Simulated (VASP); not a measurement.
A run of VASP 6.6.1 is set up as follows.

INCAR

```
  PREC = Accurate
  ENCUT = 520
  EDIFF = 1E-7
  ISMEAR = -1
  SIGMA = 0.1
  LREAL = False
  LASPH = True
  NELM = 100
  ALGO = Normal
  ISIF = 2
  LWAVE = False
  LCHARG = True
  GGA = B5
  ALDAX = 1.0
  AGGAX = 1.0
  AGGAC = 1.0
  ALDAC = 0.0
  LELF = True
  LVHAR = True
  NBANDS = 16
```

The input KPOINTS:

```
regular mesh
0
Gamma
  9 9 5
```

POSCAR

```
K
1.0
    4.5611489573      0.0000000000      0.0000000000
   -2.2805744787      3.9500708675      0.0000000000
    0.0000000000      0.0000000000      7.4170990520
K
2
Direct
    0.3333333333      0.6666666667      0.2500000000
    0.6666666667      0.3333333333      0.7500000000
```

Potentials or basis: VASP PAW PBE potentials, release 64 (K_sv).

Launch:

```sh
$ cat potpaw_PBE.64/K_sv/POTCAR > POTCAR
$ mpirun -np 1 vasp_std > vasp.out
```

Problem. What does it give for the band gap on the k mesh?

Solution. Zero (bands 9 and 10 overlap by 2.33 eV).

Problem. Estimate the pressure.

Solution. 0.5 GPa.

Stress tensor (GPa, compression positive):
```
0.49 0.00 0.00
0.00 0.49 0.00
0.00 0.00 0.57
```

Caveat: the PAW data sets were made with another functional, which shifts forces and pressure a little.
